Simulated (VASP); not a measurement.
A run of VASP 6.6.1 is set up as follows.

INCAR

```
PREC     = Accurate       # precision mode
ENCUT    = 520            # plane-wave cutoff, eV
EDIFF    = 1E-7           # SCF threshold, eV
ISMEAR   = -1             # smearing method
SIGMA    = 0.05           # smearing width, eV
LREAL    = F              # projectors in reciprocal space
LASPH    = T              # aspherical terms in the spheres
NELM     = 100            # most SCF steps
ALGO     = Normal         # electronic algorithm
ISIF     = 2              # what is computed and relaxed
LWAVE    = F              # write WAVECAR
LCHARG   = F              # write CHGCAR
NBANDS   = 28             # bands
```

The input KPOINTS:

```
regular mesh
0
Gamma
  9 9 9
```

File POSCAR:

```
Ni3Pt
1.0
    3.3077090716      0.0000000000      0.0000000000
    0.0000000000      3.3077090716      0.0000000000
    0.0000000000      0.0000000000      3.3077090716
Ni Pt
3 1
Direct
    0.5000000000      0.0000000000      0.5000000000
    0.0000000000      0.5000000000      0.5000000000
    0.5000000000      0.5000000000      0.0000000000
    0.0000000000      0.0000000000      0.0000000000
```

Potentials or basis: VASP PAW LDA potentials, release 64 (Ni, Pt).

Run with:

```sh
$ cat potpaw_LDA.64/Ni/POTCAR potpaw_LDA.64/Pt/POTCAR > POTCAR
$ mpirun -np 1 vasp_std > vasp.out
```

Question: Predict the band gap on the k mesh.

Answer: Zero (band 20 reaches 15.65 eV, above the bottom of band 21 at 14.45 eV).

Question: What does it give for the pressure?

Answer: 100.7 GPa.

Caveat: spin-orbit coupling is left out, which moves the levels of the heavy elements. Spin polarisation is off, so any magnetic state and its effect on volume and gap are missing.
